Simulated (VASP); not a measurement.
# KZrN (P-6m2) in VASP: notebook

The runs below take KZrN through single point, relaxation of cell and atoms, with PBE.

Program: VASP 6.6.1. These are calculated values, not measurements. Logs are shortened: lines on timing, memory, paths and dates and some standing lists are left out, and cuts for length are marked.

## 1. The cell of the first run

It takes space group P-6m2 (No. 187, hexagonal). Conventional cell: a = 4.206 Å, b = 4.206 Å, c = 4.800 Å, α = 90.00°, β = 90.00°, γ = 120.00°. K (site symmetry -6m2) has 6 Zr at 3.41 Å and 6 N at 3.41 Å and 6 K at 4.21 Å within 4.5 Å. Zr (site symmetry -6m2) has 3 N at 2.43 Å within 3.2 Å. N (site symmetry -6m2) has 3 Zr at 2.43 Å within 3.2 Å.

The cell was generated, and may not be a known phase.

## 2. Single point, PBE

The input, INCAR:

```
SYSTEM = KZrN
  PREC = Accurate
  ENCUT = 520
  EDIFF = 1E-6
  ISMEAR = 0
  SIGMA = 0.1
  LREAL = .False.
  LASPH = .True.
  NELM = 80
  ALGO = Normal
  ISIF = 2
  LWAVE = .False.
  LCHARG = .False.
  GGA = PE
  NBANDS = 20
```

The input, KPOINTS:

```
Automatic mesh
0
Gamma
  6 6 4
  0 0 0
```

The input, POSCAR:

```
KZrN
1.0
    4.2055219300      0.0000000000      0.0000000000
   -2.1027609700      3.6420888300      0.0000000000
    0.0000000000      0.0000000000      4.8001597100
K Zr N
1 1 1
Direct
    0.0000000000      0.0000000000      0.0000000000
    0.3333333300      0.6666666700      0.5000000000
    0.6666666700      0.3333333300      0.5000000000
```

Potentials or basis: VASP PAW PBE potentials, release 64 (K_sv, Zr_sv, N).

On the command line:

```bash
cat potpaw_PBE.64/K_sv/POTCAR potpaw_PBE.64/Zr_sv/POTCAR potpaw_PBE.64/N/POTCAR > POTCAR
mpirun -np 1 vasp_std > vasp.out
```

OUTCAR:

```text
SYSTEM = KZrN
   PREC = Accurate
   ENCUT = 520
   EDIFF = 1E-6
   ISMEAR = 0
   LREAL = .False.
   LASPH = .True.
   NELM = 80
   ISIF = 2
   GGA = PE

 ion  position               nearest neighbor table
   1  0.000  0.000  0.000-   2 3.41   2 3.41   2 3.41   2 3.41   2 3.41   2 3.41
   2  0.333  0.667  0.500-   3 2.43   3 2.43   3 2.43   1 3.41   1 3.41   1 3.41   1 3.41   1 3.41
                             1 3.41
   3  0.667  0.333  0.500-   2 2.43   2 2.43   2 2.43

  LATTYP: Found a hexagonal cell.
 ALAT       =     4.2055219300
 C/A-ratio  =     1.1413945260

  Lattice vectors:

 A1 = (   4.2055219300,   0.0000000000,   0.0000000000)
 A2 = (  -2.1027609700,   3.6420888300,   0.0000000000)
 A3 = (   0.0000000000,   0.0000000000,   4.8001597100)

Analysis of symmetry for initial positions (statically):
=====================================================================
 Subroutine PRICEL returns:
 Original cell was already a primitive cell.

 Routine SETGRP: Setting up the symmetry group for a
 hexagonal supercell.

 Subroutine GETGRP returns: Found 12 space group operations
 (whereof 12 operations were pure point group operations)
 out of a pool of 24 trial point group operations.

The static configuration has the point symmetry D_3h.

Analysis of symmetry for dynamics (positions and initial velocities):
=====================================================================
 Subroutine PRICEL returns:
 Original cell was already a primitive cell.

 Routine SETGRP: Setting up the symmetry group for a
 hexagonal supercell.

 Subroutine GETGRP returns: Found 12 space group operations
 (whereof 12 operations were pure point group operations)
 out of a pool of 24 trial point group operations.

The dynamic configuration has the point symmetry D_3h.

 Subroutine INISYM returns: Found 12 space group operations
 (whereof 12 operations are pure point group operations),
 and found     1 'primitive' translations

----------------------------------------------------------------------------------------

                                     Primitive cell

  volume of cell :      73.5235

  direct lattice vectors                    reciprocal lattice vectors
     4.205521930  0.000000000  0.000000000     0.237782615  0.137283857  0.000000000
    -2.102760970  3.642088830  0.000000000     0.000000000  0.274567713  0.000000000
     0.000000000  0.000000000  4.800159710     0.000000000  0.000000000  0.208326402

  length of vectors
     4.205521930  4.205521935  4.800159710     0.274567713  0.274567713  0.208326402

  position of ions in fractional coordinates (direct lattice)
     0.000000000  0.000000000  0.000000000
     0.333333330  0.666666670  0.500000000
     0.666666670  0.333333330  0.500000000

  ion indices of the primitive-cell ions
   primitive index   ion index
                 1           1
                 2           2
                 3           3

----------------------------------------------------------------------------------------

 KPOINTS: Automatic mesh

Automatic generation of k-mesh.
 Grid dimensions read from file:
 generate k-points for:    6    6    4

 Generating k-lattice:

  Cartesian coordinates                     Fractional coordinates (reciprocal lattice)
     0.039630436  0.022880643  0.000000000     0.166666667  0.000000000  0.000000000
     0.000000000  0.045761285  0.000000000     0.000000000  0.166666667  0.000000000
     0.000000000  0.000000000  0.052081600     0.000000000  0.000000000  0.250000000

  Length of vectors
     0.045761286  0.045761285  0.052081600

  Shift w.r.t. Gamma in fractional coordinates (k-lattice)
     0.000000000  0.000000000  0.000000000

 Subroutine IBZKPT returns following result:
 ===========================================

 Found     21 irreducible k-points:

 Following reciprocal coordinates:
            Coordinates               Weight
  0.000000  0.000000  0.000000      1.000000
  0.166667 -0.000000  0.000000      6.000000
  0.333333 -0.000000  0.000000      6.000000
  0.500000  0.000000  0.000000      3.000000
  0.166667  0.166667  0.000000      6.000000
  0.333333  0.166667  0.000000     12.000000
[... 13 lines left out ...]
  0.333333  0.166667  0.500000     12.000000
  0.333333  0.333333  0.500000      2.000000
   k-points           NKPTS =     21   k-points in BZ     NKDIM =     21   number of bands    NBANDS=     20
   number of dos      NEDOS =    301   number of ions     NIONS =      3
   total plane-waves  NPLWV =  36864
   dimension x,y,z NGX =    32 NGY =   32 NGZ =   36
   dimension x,y,z NGXF=    64 NGYF=   64 NGZF=   72
   ions per type =               1   1   1
   NGX,Y,Z   is equivalent  to a cutoff of  12.65, 12.65, 12.47 a.u.
   NGXF,Y,Z  is equivalent  to a cutoff of  25.30, 25.30, 24.94 a.u.
 SYSTEM =  KZrN
   PREC   = accura    normal or accurate (medium, high low for compatibility)
   ISTART =      0    job   : 0-new  1-cont  2-samecut
   ICHARG =      2    charge: 1-file 2-atom 10-const
   ISPIN  =      1    spin polarized calculation?
   LNONCOLLINEAR =      F non collinear calculations
   LSORBIT =      F    spin-orbit coupling
   LASPH  =      T    aspherical Exc in radial PAW
   ENCUT  =  520.0 eV  38.22 Ry    6.18 a.u.   7.82  7.82  8.93*2*pi/ulx,y,z
   NELM   =     80;   NELMIN=  2; NELMDL= -5     # of ELM steps
   EDIFF  = 0.1E-05   stopping-criterion for ELM
   LREAL  =      F    real-space projection
   EDIFFG = 0.1E-04   stopping-criterion for IOM
   NSW    =      0    number of steps for IOM
   IBRION =     -1    ionic relax: 0-MD 1-quasi-New 2-CG
   NFREE  =      0    steps in history (QN), initial steepest desc. (CG)
   ISIF   =      2    stress and relaxation
   ISYM   =      2    0-nonsym 1-usesym 2-fastsym
   POTIM  = 0.5000    time-step for ionic-motion
   TEBEG  =    0.0;   TEEND  =   0.0 temperature during run
   PSTRESS=    0.0 pullay stress
   NELECT =      26.0000    total number of electrons
   NUPDOWN=      -1.0000    fix difference up-down
   EMIN   =  10.00;   EMAX   =-10.00  energy-range for DOS
   EFERMI =   0.00;   METHOD = LEGACY
   ISMEAR =     0;   SIGMA  =   0.10  broadening in eV -4-tet -1-fermi 0-gaus
   EFERMI_NEDOS =   21; number of points for ismear=-14 and -15
   IALGO  =     38    algorithm
   IMIX   =      4    mixing-type and parameters
     AMIX     =   0.40;   BMIX     =  1.00
     AMIX_MAG =   1.60;   BMIX_MAG =  1.00
  volume/ion in A,a.u.               =      24.51       165.39
  Fermi-wavevector in a.u.,A,eV,Ry     =   1.157685  2.187708 18.235012  1.340236
  Thomas-Fermi vector in A             =   2.294295
   LORBIT       =      0    0 simple, 1 ext, 2 COOP (PROOUT), +10 PAW based schemes
   GGA     = PE    functional components
   LHFCALC =     F    Hartree Fock is set to
   AEXX    =    0.0000 exact exchange contribution
   IVDW    =     0    specifies the selected vdW correction
   LEPSILON=     F    determine dielectric tensor
   LRPA    =     F    only Hartree local field effects (RPA)
 non-spin polarized calculation
 Gauss-broadening in eV      SIGMA  =   0.10
  energy-cutoff  :      520.00
  volume of cell :       73.52
 maximum number of plane-waves:      2010
 NGX is ok and might be reduce to    32
   NGX = 15   NGY = 15   NGZ = 17

 number of electron      25.9999999 magnetization

 Free energy of the ion-electron system (eV)
  ---------------------------------------------------
  ext. energy  EPLUGINS =         0.00000000
  ---------------------------------------------------
  free energy    TOTEN  =       -17.16751726 eV

  energy without entropy =      -17.15052251  energy(sigma->0) =      -17.15901988

 E-fermi :   4.0665     XC(G=0):  -8.9720

 val. band max:        4.0226369211   @ k =   0.3333   0.1667   0.0000
 cond. band min:       4.1001352892   @ k =   0.3333   0.1667   0.2500
 fundamental gap:      0.0774983681
 Fermi energy:         4.0664931398

 k-point     1 :       0.0000    0.0000    0.0000
  band No.  band energies     occupation
      1     -46.2414      2.00000
      2     -27.1202      2.00000
      3     -24.2064      2.00000
      4     -24.2022      2.00000
      5     -24.2022      2.00000
      6     -10.7704      2.00000
[... 12 lines left out ...]
     19       8.6736      0.00000
     20       9.2706      0.00000

 k-point     2 :       0.1667   -0.0000    0.0000
  band No.  band energies     occupation
      1     -46.2407      2.00000
      2     -27.1177      2.00000
      3     -24.2183      2.00000
      4     -24.2059      2.00000
      5     -24.2047      2.00000
      6     -10.7678      2.00000
[... 12 lines left out ...]
     19       8.0943      0.00000
     20       9.5729      0.00000

 k-point     3 :       0.3333   -0.0000    0.0000
  band No.  band energies     occupation
      1     -46.2394      2.00000
      2     -27.1126      2.00000
      3     -24.2503      2.00000
      4     -24.2133      2.00000
      5     -24.2014      2.00000
      6     -10.7623      2.00000
[... 12 lines left out ...]
     19       7.9244      0.00000
     20       8.8914      0.00000

 k-point     4 :       0.5000    0.0000    0.0000
  band No.  band energies     occupation
      1     -46.2387      2.00000
      2     -27.1101      2.00000
      3     -24.2663      2.00000
      4     -24.2170      2.00000
      5     -24.1998      2.00000
      6     -10.7652      2.00000
[... 12 lines left out ...]
     19       8.4069      0.00000
     20       8.9674      0.00000

 k-point     5 :       0.1667    0.1667    0.0000
  band No.  band energies     occupation
      1     -46.2397      2.00000
      2     -27.1139      2.00000
      3     -24.2400      2.00000
      4     -24.2138      2.00000
      5     -24.2023      2.00000
      6     -10.7637      2.00000
[... 12 lines left out ...]
     19       7.8736      0.00000
     20       9.0908      0.00000
[... 284 lines left out ...]
      6     -10.7956      2.00000
[... 12 lines left out ...]
     19       8.2537      0.00000
     20       9.0843      0.00000

 k-point    19 :       0.1667    0.1667    0.5000
  band No.  band energies     occupation
      1     -46.2396      2.00000
      2     -27.1135      2.00000
      3     -24.2420      2.00000
      4     -24.2138      2.00000
      5     -24.2038      2.00000
      6     -10.8493      2.00000
[... 12 lines left out ...]
     19       6.9208      0.00000
     20       9.0307      0.00000

 k-point    20 :       0.3333    0.1667    0.5000
  band No.  band energies     occupation
      1     -46.2385      2.00000
      2     -27.1070      2.00000
      3     -24.2627      2.00000
      4     -24.2243      2.00000
      5     -24.2049      2.00000
      6     -10.7984      2.00000
[... 12 lines left out ...]
     19       8.1452      0.00000
     20       9.1188      0.00000

 k-point    21 :       0.3333    0.3333    0.5000
  band No.  band energies     occupation
      1     -46.2382      2.00000
      2     -27.1049      2.00000
      3     -24.2590      2.00000
      4     -24.2386      2.00000
      5     -24.2052      2.00000
      6     -10.7861      2.00000
[... 12 lines left out ...]
     19       8.6656      0.00000
     20       9.3333      0.00000

------------------------ aborting loop because EDIFF is reached ----------------------------------------

  FORCE on cell =-STRESS in cart. coord.  units (eV):
  Direction    XX          YY          ZZ          XY          YZ          ZX
  --------------------------------------------------------------------------------------
  -------------------------------------------------------------------------------------
  Total       -8.5655504     -8.5655504      2.1183873      0.0000000      0.0000000      0.0000000
  in kB     -186.6550446   -186.6550448     46.1625530      0.0000003      0.0000000      0.0000000
  external PRESSURE =    -109.0491788 kB  Pullay stress =       0.0000000 kB

 VOLUME and BASIS-vectors are now :
 -----------------------------------------------------------------------------
  energy-cutoff  :      520.00
  volume of cell :       73.52
      direct lattice vectors                 reciprocal lattice vectors
     4.205521930  0.000000000  0.000000000     0.237782615  0.137283857  0.000000000
    -2.102760970  3.642088830  0.000000000     0.000000000  0.274567713  0.000000000
     0.000000000  0.000000000  4.800159710     0.000000000  0.000000000  0.208326402

 POSITION                                       TOTAL-FORCE (eV/Angst)
 -----------------------------------------------------------------------------------
      0.00000      0.00000      0.00000        -0.000000      0.000000      0.000000
     -0.00000      2.42806      2.40008         0.000000      0.000000      0.000000
      2.10276      1.21403      2.40008        -0.000000      0.000000      0.000000
 -----------------------------------------------------------------------------------
    total drift:                                0.000024     -0.000014     -0.000000

  FREE ENERGIE OF THE ION-ELECTRON SYSTEM (eV)
  ---------------------------------------------------
  free  energy   TOTEN  =       -17.1675172565 eV

  energy  without entropy=      -17.1505225078  energy(sigma->0) =      -17.15901988
```

Wall time 47 s (1 thread of Intel Xeon 8259CL, shared host); peak memory 0.2 GiB.

What came out:

```
Free energy            : -17.1675 eV
Pressure               : -10.9 GPa
Band gap on the k mesh : zero (bands 13 and 14 overlap by 1.04 eV)
```

Stress tensor (GPa, compression positive):
```
-18.67   0.00   0.00
  0.00 -18.67   0.00
  0.00   0.00   4.62
```

Levels at points of the mesh, in eV from the Fermi level:
```csv
k point,band 9,band 10,band 11,band 12,band 13,band 14,band 15,band 16,band 17,band 18
"(0.00, 0.00, 0.00)",-13.56,-3.77,-3.77,-2.15,-2.09,0.35,0.70,0.70,3.66,3.66
"(0.50, 0.00, 0.00)",-13.18,-4.04,-2.76,-2.73,-0.97,0.18,0.29,1.60,1.90,2.90
"(0.00, 0.00, 0.50)",-13.36,-3.80,-3.80,-3.09,0.43,0.43,0.66,1.05,1.36,3.52
"(0.50, 0.00, 0.50)",-13.22,-3.79,-3.07,-2.75,0.44,0.50,0.58,0.74,1.66,1.99
```

Caveat: the stress differs along the axes, from -19 to 5 GPa.

## 3. Single point, PBE

This run uses another cell than the first one, of 25.62 Å³/atom.

The input, INCAR:

```
PREC = Accurate
ENCUT = 520
EDIFF = 1E-6
ISMEAR = 0
SIGMA = 0.1
LREAL = F
LASPH = T
NELM = 60
ALGO = Normal
ISIF = 2
LWAVE = F
LCHARG = F
GGA = PE
NBANDS = 20
```

The input, KPOINTS:

```
regular mesh
0
Gamma
  6 6 4
```

The input, POSCAR:

```
KZrN
1.0
    3.6386522068      0.0000000025      0.0000000000
   -1.8193261056      3.1511652454      0.0000000000
    0.0000000000      0.0000000000      6.7038322650
K Zr N
1 1 1
Direct
    0.0000000000      0.0000000000      0.0000000000
    0.3333333333      0.6666666667      0.5000000000
    0.6666666667      0.3333333333      0.5000000000
```

Potentials or basis: VASP PAW PBE potentials, release 64 (K_sv, Zr_sv, N).

On the command line:

```bash
cat potpaw_PBE.64/K_sv/POTCAR potpaw_PBE.64/Zr_sv/POTCAR potpaw_PBE.64/N/POTCAR > POTCAR
mpirun -np 1 vasp_std > vasp.out
```

It took 58 s on 1 thread of Intel Xeon 8259CL, shared host; peak memory 0.2 GiB.

Results (log left out):

* Free energy: -19.3622 eV
* Pressure: 0.2 GPa
* Band gap on the k mesh: zero (bands 13 and 14 overlap by 0.36 eV)

Stress tensor (GPa, compression positive):
```
0.12 0.00 0.00
0.00 0.12 0.00
0.00 0.00 0.23
```

Levels at points of the mesh, in eV from the Fermi level:
```
           k point  band 10  band 11  band 12  band 13  band 14  band 15  band 16  band 17
(0.00, 0.00, 0.00)    -4.76    -4.76    -3.15    -2.46     1.76     2.15     2.15     2.69
(0.50, 0.00, 0.00)    -4.32    -3.82    -2.74    -0.15     1.27     1.49     1.74     2.08
(0.00, 0.00, 0.50)    -4.76    -4.76    -3.58    -1.01    -0.35     2.12     2.12     2.74
(0.50, 0.00, 0.50)    -4.29    -3.84    -2.74     0.00     0.99     1.33     1.57     2.52
```

(Continued in part 2 of 2.)

The gap in the log of VASP goes by the Fermi energy; the results here count the filled bands.